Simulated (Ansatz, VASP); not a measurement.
**C: VASP beside Ansatz**

```
C
1.0
     1.68438    0.00000    0.00000
     0.00000    1.68438    0.00000
     0.00000    0.00000    2.04937
C
1
Cartesian
  0.8422 0.8422 0.0000
```

Alike in both runs: functional PBE; k mesh 32 × 32 × 28; occupations gaussian, width 0.1 eV; no spin polarisation.

Ansatz relaxed the structure, and its values are those at the end. VASP's run is a single point on that final structure, the one shown.

```csv
,VASP,Ansatz
version,VASP 6.6.1,Ansatz 0.2.0
potentials or method,"VASP PAW PBE potentials, release 64 (C), cutoff 520 eV","scalar-relativistic, plane waves, PAW"
valence electrons in the cell,4,4
```

Ansatz gave:

| Quantity | Value |
| --- | --- |
| gap on the k mesh at the Fermi level (eV) | none |
| pressure (GPa) | 0.0 |

What did VASP give for the same quantities?

gap on the k mesh at the Fermi level (eV): none; pressure (GPa): 0.2.

A gap of «none» marks a metal or a gap that the smearing closes. With one functional, cell and mesh, what is left measures potentials, basis and numerics.
